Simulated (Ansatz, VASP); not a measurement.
**Two plane-wave programs on WS2**

The input INCAR:

```
PREC = Accurate
ENCUT = 600
EDIFF = 1E-7
ISMEAR = -1
SIGMA = 0.05
LREAL = False
LASPH = True
NELM = 100
ALGO = Normal
ISIF = 3
LWAVE = False
LCHARG = False
GGA = PS
IBRION = 2
NSW = 60
EDIFFG = -0.01
```

KPOINTS

```
Automatic mesh
0
Gamma
  7 7 1
```

The input POSCAR:

```
WS2
1.0
    3.1829541699      0.0000000000      0.0000000000
   -1.5914770850      2.7565191702      0.0000000000
    0.0000000000      0.0000000000     28.5322178600
W S
3 6
Direct
    0.6666666667      0.3333333333      0.4343616800
    0.6666666667      0.3333333333      0.8855337800
    0.0000000000      0.0000000000      0.6592864300
    0.6666666667      0.3333333333      0.6046252100
    0.0000000000      0.0000000000      0.3797102500
    0.0000000000      0.0000000000      0.8308482800
    0.6666666667      0.3333333333      0.7139522100
    0.0000000000      0.0000000000      0.4890304200
    0.0000000000      0.0000000000      0.9401857300
```

input.yaml

```yaml
crystal:
  lattice:
    - [3.1829541699, 0.0, 0.0]
    - [-1.591477085, 2.7565191702, 0.0]
    - [0.0, 0.0, 28.53221786]
  atoms:
    - { symbol: W, position: [0.6666666667, 0.3333333333, 0.43436168] }
    - { symbol: W, position: [0.6666666667, 0.3333333333, 0.88553378] }
    - { symbol: W, position: [0.0, 0.0, 0.65928643] }
    - { symbol: S, position: [0.6666666667, 0.3333333333, 0.60462521] }
    - { symbol: S, position: [0.0, 0.0, 0.37971025] }
    - { symbol: S, position: [0.0, 0.0, 0.83084828] }
    - { symbol: S, position: [0.6666666667, 0.3333333333, 0.71395221] }
    - { symbol: S, position: [0.0, 0.0, 0.48903042] }
    - { symbol: S, position: [0.0, 0.0, 0.94018573] }
hamiltonian:
  xc: pbesol
  pseudopotentials: { kind: paw }
kpoints:
  mp_grid: { grid: [7, 7, 1] }
scf:
  occupations: { method: fermi_dirac, width: 0.05 }
output:
  forces: true
  stress: true
  eigenvalues: true
relax:
  f_tol: 0.01
  max_steps: 40
  cell: { stress_tol: 0.05 }
```

Alike in both runs: task relaxation of cell and atoms; functional PBEsol; k mesh 7 × 7 × 1; occupations fermi-dirac, width 0.05 eV; no spin polarisation.

|  | VASP | Ansatz |
| --- | --- | --- |
| version | VASP 6.6.1 | Ansatz 0.2.0 |
| potentials or method | VASP PAW PBE potentials, release 64 (W_sv, S) | Ansatz PAW |
| plane-wave cutoff (eV) | 600 | 420 |
| valence electrons in the cell | 78 | 78 |

Ansatz gave:

* gap on the k mesh at the Fermi level, each at its own relaxed structure (eV): 1.42
* relaxed volume (Å³/atom): 27.01
* relaxed cell length with the largest relative difference (Å): 28.361

Task: What did VASP give for the same quantities?

Result: gap on the k mesh at the Fermi level, each at its own relaxed structure (eV): 1.42; relaxed volume (Å³/atom): 26.81; relaxed cell length with the largest relative difference (Å): 28.129.

VASP's potentials were made for PBE, not for PBEsol.

Neither program's run includes spin-orbit coupling. Noted on Ansatz's run: odd divisions of the mesh miss points on the zone boundary, where band edges often lie, so the gap on the mesh can be too wide; the plane-wave basis is chosen anew once the cell has moved, so the energies of steps on either side of that aren't comparable.
